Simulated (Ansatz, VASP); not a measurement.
**O: VASP beside Ansatz**

INCAR

```
  PREC = Accurate
  ENCUT = 520
  EDIFF = 1E-7
  ISMEAR = -1
  SIGMA = 0.02
  LREAL = False
  LASPH = True
  NELM = 60
  ALGO = Normal
  ISIF = 2
  LWAVE = False
  LCHARG = False
  GGA = PE
  NBANDS = 13
```

Contents of KPOINTS:

```
regular mesh
0
Gamma
  10 10 10
```

The input POSCAR:

```
O
1.0
    1.4137960563      0.8162555336      3.3854248141
   -1.4137960563      0.8162555336      3.3854248141
    0.0000000000     -1.6325110673      3.3854248141
O
2
Direct
    0.0577000000      0.0577000000      0.0577000000
    0.9423000000      0.9423000000      0.9423000000
```

Input for Ansatz:

```yaml
crystal:
  lattice:
    - [1.4137960563, 0.8162555336, 3.3854248141]
    - [-1.4137960563, 0.8162555336, 3.3854248141]
    - [0.0, -1.6325110673, 3.3854248141]
  atoms:
    - { symbol: O, position: [0.0577, 0.0577, 0.0577] }
    - { symbol: O, position: [0.9423, 0.9423, 0.9423] }
kpoints:
  mp_grid: { grid: [10, 10, 10] }
scf:
  occupations: { method: fermi_dirac, width: 0.02 }
hamiltonian:
  xc: pbe
  pseudopotentials: { kind: all_electron, lapw: { basis_error: 0.0005 } }
output:
  forces: true
  stress: true
  eigenvalues: true
```

Change from the starting cell: volume scaled by 0.98.

Alike in both runs: task single point; functional PBE; k mesh 10 × 10 × 10; occupations fermi-dirac, width 0.02 eV; no spin polarisation.

```csv
,VASP,Ansatz
version,VASP 6.6.1,Ansatz 0.2.0
potentials or method,"VASP PAW PBE potentials, release 64 (O), cutoff 520 eV","all-electron LAPW, scalar-relativistic"
```

```tsv
	VASP	Ansatz	Ansatz less VASP
pressure (GPa)	12.0	7.6	-4.35
traceless stress, the component that is largest in VASP (GPa)	36.38	26.99	-9.392
rms of the force components (eV/Å)	2.956	1.924	-1.0317
```

Atom by atom the forces differ by 1.032 eV/Å (rms over components). Ansatz ran all-electron here, and VASP with PAW potentials.

Noted on VASP's run: the standard files for N, O and F lose accuracy on very short bonds; spin is off for a triplet molecule.
